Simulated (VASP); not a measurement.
# KBr (Fm-3m) in VASP: further runs

KBr is run at these levels: PBE; tasks: single point.

Program: VASP 6.6.1. These are calculated values, not measurements. Logs are shortened: lines on timing, memory, paths and dates and some standing lists are left out, and cuts for length are marked.

**1. The cell of the first run**

Symmetry: Fm-3m, No. 225, cubic system. Conventional cell: a = 6.700 Å, b = 6.700 Å, c = 6.700 Å, α = 90.00°, β = 90.00°, γ = 90.00°. Within 4.4 Å of K (site symmetry m-3m) lie 6 Br at 3.35 Å. Within 4.4 Å of Br (site symmetry m-3m) lie 6 K at 3.35 Å.

**2. Single point, PBE**

File INCAR:

```
ALGO     = Normal         # electronic algorithm
EDIFF    = 1E-6           # SCF threshold, eV
ENCUT    = 500            # plane-wave cutoff, eV
GGA      = PE             # functional
GGA_COMPAT= F            
ISIF     = 2              # what is computed and relaxed
ISMEAR   = 0              # smearing method
LASPH    = T              # aspherical terms in the spheres
LCHARG   = T              # write CHGCAR
LELF     = T              # ELF
LREAL    = F              # projectors in reciprocal space
LVHAR    = T            
LWAVE    = F              # write WAVECAR
NBANDS   = 15             # bands
NELM     = 120            # most SCF steps
PREC     = Accurate       # precision mode
SIGMA    = 0.02           # smearing width, eV
```

File KPOINTS:

```
k-points
0
Gamma
  6 6 6
```

File POSCAR:

```
KBr
1.0
    0.0000000000      3.3497786964      3.3497786964
    3.3497786964      0.0000000000      3.3497786964
    3.3497786964      3.3497786964      0.0000000000
K Br
1 1
Direct
    0.0000000000      0.0000000000      0.0000000000
    0.5000000000      0.5000000000      0.5000000000
```

Potentials or basis: VASP PAW PBE potentials, release 64 (K_sv, Br).

The run is started by

```console
cat potpaw_PBE.64/K_sv/POTCAR potpaw_PBE.64/Br/POTCAR > POTCAR
mpirun -np 1 vasp_std > vasp.out
```

OUTCAR:

```text
EDIFF = 1E-6
   ENCUT = 500
   GGA = PE
   ISIF = 2
   ISMEAR = 0
   LASPH = T
   LREAL = F
   NELM = 120
   PREC = Accurate

 ion  position               nearest neighbor table
   1  0.000  0.000  0.000-
   2  0.500  0.500  0.500-

  LATTYP: Found a face centered cubic cell.
 ALAT       =     6.6995573928

  Lattice vectors:

 A1 = (   0.0000000000,   3.3497786964,   3.3497786964)
 A2 = (   3.3497786964,   0.0000000000,   3.3497786964)
 A3 = (   3.3497786964,   3.3497786964,   0.0000000000)

Analysis of symmetry for initial positions (statically):
=====================================================================
 Subroutine PRICEL returns:
 Original cell was already a primitive cell.

 Routine SETGRP: Setting up the symmetry group for a
 face centered cubic supercell.

 Subroutine GETGRP returns: Found 48 space group operations
 (whereof 48 operations were pure point group operations)
 out of a pool of 48 trial point group operations.

The static configuration has the point symmetry O_h .

Analysis of symmetry for dynamics (positions and initial velocities):
=====================================================================
 Subroutine PRICEL returns:
 Original cell was already a primitive cell.

 Routine SETGRP: Setting up the symmetry group for a
 face centered cubic supercell.

 Subroutine GETGRP returns: Found 48 space group operations
 (whereof 48 operations were pure point group operations)
 out of a pool of 48 trial point group operations.

The dynamic configuration has the point symmetry O_h .

 Subroutine INISYM returns: Found 48 space group operations
 (whereof 48 operations are pure point group operations),
 and found     1 'primitive' translations

----------------------------------------------------------------------------------------

                                     Primitive cell

  volume of cell :      75.1758

  direct lattice vectors                    reciprocal lattice vectors
     0.000000000  3.349778696  3.349778696    -0.149263592  0.149263592  0.149263592
     3.349778696  0.000000000  3.349778696     0.149263592 -0.149263592  0.149263592
     3.349778696  3.349778696  0.000000000     0.149263592  0.149263592 -0.149263592

  length of vectors
     4.737302463  4.737302463  4.737302463     0.258532125  0.258532125  0.258532125

  position of ions in fractional coordinates (direct lattice)
     0.000000000  0.000000000  0.000000000
     0.500000000  0.500000000  0.500000000

  ion indices of the primitive-cell ions
   primitive index   ion index
                 1           1
                 2           2

----------------------------------------------------------------------------------------

 KPOINTS: k-points

Automatic generation of k-mesh.
 Grid dimensions read from file:
 generate k-points for:    6    6    6

 Generating k-lattice:

  Cartesian coordinates                     Fractional coordinates (reciprocal lattice)
    -0.024877265  0.024877265  0.024877265     0.166666667  0.000000000  0.000000000
     0.024877265 -0.024877265  0.024877265     0.000000000  0.166666667  0.000000000
     0.024877265  0.024877265 -0.024877265     0.000000000  0.000000000  0.166666667

  Length of vectors
     0.043088687  0.043088687  0.043088687

  Shift w.r.t. Gamma in fractional coordinates (k-lattice)
     0.000000000  0.000000000  0.000000000

 Subroutine IBZKPT returns following result:
 ===========================================

 Found     16 irreducible k-points:

 Following reciprocal coordinates:
            Coordinates               Weight
  0.000000  0.000000  0.000000      1.000000
  0.166667  0.000000  0.000000      8.000000
  0.333333  0.000000  0.000000      8.000000
  0.500000  0.000000  0.000000      4.000000
  0.166667  0.166667  0.000000      6.000000
  0.333333  0.166667  0.000000     24.000000
[... 8 lines left out ...]
 -0.333333  0.333333  0.166667     24.000000
 -0.333333  0.500000  0.166667     12.000000
   k-points           NKPTS =     16   k-points in BZ     NKDIM =     16   number of bands    NBANDS=     15
   number of dos      NEDOS =    301   number of ions     NIONS =      2
   total plane-waves  NPLWV =  46656
   dimension x,y,z NGX =    36 NGY =   36 NGZ =   36
   dimension x,y,z NGXF=    72 NGYF=   72 NGZF=   72
   ions per type =               1   1
   NGX,Y,Z   is equivalent  to a cutoff of  12.63, 12.63, 12.63 a.u.
   NGXF,Y,Z  is equivalent  to a cutoff of  25.27, 25.27, 25.27 a.u.
 SYSTEM =  unknown system
   PREC   = accura    normal or accurate (medium, high low for compatibility)
   ISTART =      0    job   : 0-new  1-cont  2-samecut
   ICHARG =      2    charge: 1-file 2-atom 10-const
   ISPIN  =      1    spin polarized calculation?
   LNONCOLLINEAR =      F non collinear calculations
   LSORBIT =      F    spin-orbit coupling
   LASPH  =      T    aspherical Exc in radial PAW
   ENCUT  =  500.0 eV  36.75 Ry    6.06 a.u.   8.64  8.64  8.64*2*pi/ulx,y,z
   NELM   =    120;   NELMIN=  2; NELMDL= -5     # of ELM steps
   EDIFF  = 0.1E-05   stopping-criterion for ELM
   LREAL  =      F    real-space projection
   EDIFFG = 0.1E-04   stopping-criterion for IOM
   NSW    =      0    number of steps for IOM
   IBRION =     -1    ionic relax: 0-MD 1-quasi-New 2-CG
   NFREE  =      0    steps in history (QN), initial steepest desc. (CG)
   ISIF   =      2    stress and relaxation
   ISYM   =      2    0-nonsym 1-usesym 2-fastsym
   POTIM  = 0.5000    time-step for ionic-motion
   TEBEG  =    0.0;   TEEND  =   0.0 temperature during run
   PSTRESS=    0.0 pullay stress
   NELECT =      16.0000    total number of electrons
   NUPDOWN=      -1.0000    fix difference up-down
   EMIN   =  10.00;   EMAX   =-10.00  energy-range for DOS
   EFERMI =   0.00;   METHOD = LEGACY
   ISMEAR =     0;   SIGMA  =   0.02  broadening in eV -4-tet -1-fermi 0-gaus
   EFERMI_NEDOS =   21; number of points for ismear=-14 and -15
   IALGO  =     38    algorithm
   IMIX   =      4    mixing-type and parameters
     AMIX     =   0.40;   BMIX     =  1.00
     AMIX_MAG =   1.60;   BMIX_MAG =  1.00
  volume/ion in A,a.u.               =      37.59       253.66
  Fermi-wavevector in a.u.,A,eV,Ry     =   0.977437  1.847088 12.998772  0.955383
  Thomas-Fermi vector in A             =   2.108134
   LORBIT       =      0    0 simple, 1 ext, 2 COOP (PROOUT), +10 PAW based schemes
   GGA     = PE    functional components
   LHFCALC =     F    Hartree Fock is set to
   AEXX    =    0.0000 exact exchange contribution
   IVDW    =     0    specifies the selected vdW correction
   LEPSILON=     F    determine dielectric tensor
   LRPA    =     F    only Hartree local field effects (RPA)
 non-spin polarized calculation
 Gauss-broadening in eV      SIGMA  =   0.02
  energy-cutoff  :      500.00
  volume of cell :       75.18
 maximum number of plane-waves:      1932
 NGX is ok and might be reduce to    36
   NGX = 17   NGY = 17   NGZ = 17

 number of electron      16.0000000 magnetization

 Free energy of the ion-electron system (eV)
  ---------------------------------------------------
  ext. energy  EPLUGINS =         0.00000000
  ---------------------------------------------------
  free energy    TOTEN  =        -6.22345486 eV

  energy without entropy =       -6.22345486  energy(sigma->0) =       -6.22345486

 E-fermi :  -1.7940     XC(G=0):  -7.1930

 val. band max:       -1.9127275652   @ k =   0.0000   0.0000   0.0000
 cond. band min:       2.4036061935   @ k =   0.0000   0.0000   0.0000
 fundamental gap:      4.3163337587
 Fermi energy:        -1.7939684275

 k-point     1 :       0.0000    0.0000    0.0000
  band No.  band energies     occupation
      1     -29.7927      2.00000
      2     -14.1525      2.00000
      3     -13.2662      2.00000
      4     -13.2662      2.00000
      5     -13.2662      2.00000
      6      -1.9127      2.00000
      7      -1.9127      2.00000
      8      -1.9127      2.00000
      9       2.4036      0.00000
     10       5.6781      0.00000
     11       5.6781      0.00000
     12       5.6781      0.00000
     13       6.4736      0.00000
     14       6.4736      0.00000
     15       9.5701      0.00000

 k-point     2 :       0.1667    0.0000    0.0000
  band No.  band energies     occupation
      1     -29.7916      2.00000
      2     -14.2016      2.00000
      3     -13.2675      2.00000
      4     -13.2675      2.00000
      5     -13.2021      2.00000
      6      -2.2504      2.00000
      7      -1.9916      2.00000
      8      -1.9916      2.00000
      9       3.0321      0.00000
     10       5.5293      0.00000
     11       5.9883      0.00000
     12       5.9883      0.00000
     13       6.8053      0.00000
     14       6.8053      0.00000
     15      10.4046      0.00000

 k-point     3 :       0.3333    0.0000    0.0000
  band No.  band energies     occupation
      1     -29.7894      2.00000
      2     -14.2846      2.00000
      3     -13.2699      2.00000
      4     -13.2699      2.00000
      5     -13.0884      2.00000
      6      -2.7821      2.00000
      7      -2.1403      2.00000
      8      -2.1403      2.00000
      9       4.1485      0.00000
     10       5.7011      0.00000
     11       6.8163      0.00000
     12       6.8163      0.00000
     13       7.6421      0.00000
     14       7.6421      0.00000
     15       9.3322      0.00000
[... 199 lines left out ...]
 k-point    15 :      -0.3333    0.3333    0.1667
  band No.  band energies     occupation
      1     -29.7873      2.00000
      2     -14.2038      2.00000
      3     -13.3066      2.00000
      4     -13.2957      2.00000
      5     -13.1468      2.00000
      6      -2.6816      2.00000
      7      -2.4047      2.00000
      8      -2.2757      2.00000
      9       5.2185      0.00000
     10       5.6031      0.00000
     11       6.4503      0.00000
     12       7.0849      0.00000
     13       8.2760      0.00000
     14       8.5531      0.00000
     15       8.9042      0.00000

 k-point    16 :      -0.3333    0.5000    0.1667
  band No.  band energies     occupation
      1     -29.7870      2.00000
      2     -14.1364      2.00000
      3     -13.3296      2.00000
      4     -13.3072      2.00000
      5     -13.2046      2.00000
      6      -2.5780      2.00000
      7      -2.3510      2.00000
      8      -2.3334      2.00000
      9       4.6809      0.00000
     10       5.8260      0.00000
     11       6.2640      0.00000
     12       7.1530      0.00000
     13       7.9558      0.00000
     14       8.7275      0.00000
     15       9.1817      0.00000

------------------------ aborting loop because EDIFF is reached ----------------------------------------

  FORCE on cell =-STRESS in cart. coord.  units (eV):
  Direction    XX          YY          ZZ          XY          YZ          ZX
  --------------------------------------------------------------------------------------
  -------------------------------------------------------------------------------------
  Total        0.0303814      0.0303814      0.0303814      0.0000000      0.0000000     -0.0000000
  in kB        0.6475001      0.6475001      0.6475001      0.0000000      0.0000000     -0.0000000
  external PRESSURE =       0.6475001 kB  Pullay stress =       0.0000000 kB

 VOLUME and BASIS-vectors are now :
 -----------------------------------------------------------------------------
  energy-cutoff  :      500.00
  volume of cell :       75.18
      direct lattice vectors                 reciprocal lattice vectors
     0.000000000  3.349778696  3.349778696    -0.149263592  0.149263592  0.149263592
     3.349778696  0.000000000  3.349778696     0.149263592 -0.149263592  0.149263592
     3.349778696  3.349778696  0.000000000     0.149263592  0.149263592 -0.149263592

 POSITION                                       TOTAL-FORCE (eV/Angst)
 -----------------------------------------------------------------------------------
      0.00000      0.00000      0.00000         0.000000      0.000000      0.000000
      3.34978      3.34978      3.34978         0.000000      0.000000     -0.000000
 -----------------------------------------------------------------------------------
    total drift:                                0.000000      0.000000      0.000000

  FREE ENERGIE OF THE ION-ELECTRON SYSTEM (eV)
  ---------------------------------------------------
  free  energy   TOTEN  =        -6.2234548629 eV

  energy  without entropy=       -6.2234548629  energy(sigma->0) =       -6.22345486
```

It took 30 s on 1 thread of Intel Xeon 8259CL, shared host; peak memory 0.21 GiB.

Results:

```
Free energy            : -6.2235 eV
Pressure               : 0.1 GPa
Band gap on the k mesh : 4.32 eV, direct
```

Levels at points of the mesh, in eV from the valence-band top:
| k point | band 4 | band 5 | band 6 | band 7 | band 8 | band 9 | band 10 | band 11 | band 12 | band 13 |
| --- | --- | --- | --- | --- | --- | --- | --- | --- | --- | --- |
| (0.00, 0.00, 0.00) | -11.35 | -11.35 | 0.00 | 0.00 | 0.00 | 4.32 | 7.59 | 7.59 | 7.59 | 8.39 |
| (0.50, 0.00, 0.00) | -11.36 | -11.12 | -1.09 | -0.30 | -0.30 | 6.49 | 8.06 | 9.64 | 9.64 | 9.93 |
| (0.50, 0.50, 0.00) | -11.38 | -11.38 | -0.77 | -0.27 | -0.27 | 5.91 | 7.03 | 9.26 | 9.29 | 9.51 |

[end of part 1 of 2]
